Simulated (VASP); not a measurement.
Crystal: Si3B.

```
Si B
1.0
    -1.79136    1.79136    4.00147
     1.79136   -1.79136    4.00147
     1.79136    1.79136   -4.00147
Si B
3 1
Direct
  0.50000 0.50000 0.00000
  0.25000 0.75000 0.50000
  0.75000 0.25000 0.50000
  0.00000 0.00000 0.00000
```

| Item | Value |
| --- | --- |
| Program | VASP 6.6.1 |
| Task | relaxation of cell and atoms |
| Functional | PBE |
| Potentials or basis | VASP PAW PBE potentials, release 64 (Si, B) |
| Cutoff | 600 eV |
| k mesh | 6 × 6 × 6 |
| Occupations | gaussian, width 0.1 eV |
| Spin | no spin polarisation |

At the start: pressure -4.1 GPa; volume 12.84 Å³/atom.

**Question.** How do energy, volume and symmetry change on relaxing?

**Answer.** Over 9 steps the energy falls by 86.9 meV/atom and the volume is 12.41 Å³/atom (-3.4 %); space group I4/mmm (No. 139, to 0.05 Å).

The path:
```tsv
step	energy change (eV)	largest force (eV/Å)	pressure (GPa)	volume (Å³)
1	0.0000	0.0000	-4.10	51.36
2	-0.2716	0.0000	0.70	48.90
3	-0.2902	0.0000	1.69	48.48
4	-0.3120	0.0000	4.00	47.63
5	-0.3423	0.0000	1.20	49.20
6	-0.3432	0.0000	1.72	48.88
7	-0.3433	0.0000	1.58	48.97
8	-0.3472	0.0000	-0.55	49.84
9	-0.3477	0.0000	-0.05	49.63
```

Final structure:
```yaml
crystal:
  lattice:
    - [-1.70463, 1.70463, 4.26966]
    - [1.70463, -1.70463, 4.26966]
    - [1.70463, 1.70463, -4.26966]
  atoms:
    - { symbol: Si, position: [0.50000, 0.50000, 0.00000] }
    - { symbol: Si, position: [0.25000, 0.75000, 0.50000] }
    - { symbol: Si, position: [0.75000, 0.25000, 0.50000] }
    - { symbol: B, position: [0.00000, 0.00000, 0.00000] }
```

Caveat: the k points lie up to 0.43 Å⁻¹ apart in the final cell.
